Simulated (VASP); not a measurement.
Write the native input for VASP 6.6.1 that does the following.

```
Task                   : single point
Functional             : PBE
Potentials or basis    : VASP PAW PBE potentials, release 64 (P, Al, Sb)
Cutoff                 : 500 eV
k mesh                 : 4 × 4 × 2
Occupations            : gaussian, width 0.01 eV
Spin                   : no spin polarisation
Dipole correction      : no
Further INCAR settings : ALGO = Normal; EDIFF = 1e-06; NBANDS = 16
```

The structure of Al2SbP lies in POSCAR:

```
Al2SbP
1.0
    4.1137897790      0.0000000000      0.0000000000
    0.0000000000      4.1137897790      0.0000000000
    0.0000000000      0.0000000000      5.8326217998
P Al Sb
1 2 1
Direct
    0.0000000000      0.0000000000      0.0000000000
    0.0000000000      0.5000000000      0.7775894586
    0.5000000000      0.0000000000      0.2224105414
    0.5000000000      0.5000000000      0.5000000000
```

One way to write it, as run:

INCAR

```
  PREC = Accurate
  ENCUT = 500
  EDIFF = 1E-6
  ISMEAR = 0
  SIGMA = 0.01
  LREAL = F
  LASPH = T
  NELM = 120
  ALGO = Normal
  ISIF = 2
  LWAVE = F
  LCHARG = T
  GGA = PE
  LELF = T
  LVHAR = T
  NBANDS = 16
  GGA_COMPAT = F
```

KPOINTS

```
regular mesh
0
Gamma
  4 4 2
```

Potentials or basis: VASP PAW PBE potentials, release 64 (P, Al, Sb).

The run is started by

```bash
$ cat potpaw_PBE.64/P/POTCAR potpaw_PBE.64/Al/POTCAR potpaw_PBE.64/Sb/POTCAR > POTCAR
$ mpirun -np 1 vasp_std > vasp.out
```

Results of the run:

```json
{"Pressure": "1.5 GPa", "Largest force": "0.092 eV/Å", "Band gap on the k mesh": "0.64 eV"}
```

Caveat: the k points lie up to 0.54 Å⁻¹ apart; semilocal functionals underestimate gaps, and a narrow one can read as zero; spin-orbit coupling is left out, which moves the levels of the heavy elements.

It took 53 s on 1 thread of AMD EPYC 7R13, with other jobs on the host, peak memory 0.17 GiB.
